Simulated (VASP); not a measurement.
A run of VASP 6.6.1 is set up as follows.

File INCAR:

```
SYSTEM = CaS
  ALGO = Normal
  EDIFF = 1E-6
  ENCUT = 500
  GGA = PS
  GGA_COMPAT = .False.
  ISIF = 2
  ISMEAR = 1
  LASPH = .True.
  LCHARG = .False.
  LNONCOLLINEAR = .True.
  LORBIT = 11
  LORBMOM = .True.
  LREAL = .False.
  LSORBIT = .True.
  LWAVE = .False.
  MAGMOM = 0 0 0 0 0 0
  NBANDS = 28
  NELM = 200
  PREC = Accurate
  SIGMA = 0.27211386245988
```

The input KPOINTS:

```
k-points
0
Gamma
  2 2 2
  0 0 0
```

POSCAR

```
CaS
1.0
    0.0000000000      2.8523742917      2.8523742917
    2.8523742917      0.0000000000      2.8523742917
    2.8523742917      2.8523742917      0.0000000000
Ca S
1 1
Direct
    0.0000000000      0.0000000000      0.0000000000
    0.5000000000      0.5000000000      0.5000000000
```

Potentials or basis: VASP PAW PBE potentials, release 64 (Ca_sv, S).

The run is started by

```bash
$ cat potpaw_PBE.64/Ca_sv/POTCAR potpaw_PBE.64/S/POTCAR > POTCAR
$ mpirun -np 1 vasp_ncl > vasp.out
```

Estimate the net moment.

0.00 μB per cell.

Estimate the pressure.

1.2 GPa.

Moments on the atoms (μB; x, y, z):
```
Ca  0.00 0.00 0.00
S   0.00 0.00 0.00
```

Caveat: the k points lie up to 0.95 Å⁻¹ apart, too coarse for converged energies, forces and pressures; so wide a smearing shifts energies and pressures; the PAW data sets were made with another functional, which shifts forces and pressure a little.
